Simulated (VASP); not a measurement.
A run of VASP 6.6.1:

File INCAR:

```
PREC = Accurate ; ENCUT = 520
EDIFF = 1E-6 ; ISMEAR = 0
SIGMA = 0.1 ; LREAL = F
LASPH = T ; NELM = 60
ALGO = Normal ; ISIF = 2
LWAVE = F ; LCHARG = F
GGA = PE ; NBANDS = 28
```

File KPOINTS:

```
regular mesh
0
Gamma
  6 6 2
```

The input POSCAR:

```
Li3Ta2O
1.0
    2.8375424247      0.0000000000      0.0000000000
   -1.4187712124      2.4573838241      0.0000000000
    0.0000000000      0.0000000000     12.7160935518
Li Ta O
3 2 1
Direct
    0.0000000000      0.0000000000      0.5000000000
    0.3333333333      0.6666666667      0.0665548559
    0.6666666667      0.3333333333      0.9334451441
    0.3333333333      0.6666666667      0.7044589139
    0.6666666667      0.3333333333      0.2955410861
    0.0000000000      0.0000000000      0.0000000000
```

Potentials or basis: VASP PAW PBE potentials, release 64 (Li_sv, Ta_pv, O).

The run is started by

```bash
$ cat potpaw_PBE.64/Li_sv/POTCAR potpaw_PBE.64/Ta_pv/POTCAR potpaw_PBE.64/O/POTCAR > POTCAR
$ mpirun -np 1 vasp_std > vasp.out
```

Hardware: 1 thread of Intel Xeon 8259CL (shared host).

Question: How long does it take, and how much memory?

Answer: Run time: 44 s on 1 thread of Intel Xeon 8259CL, with other jobs on the host, peak memory 0.23 GiB. Counts: scf iterations 18, k points 14.
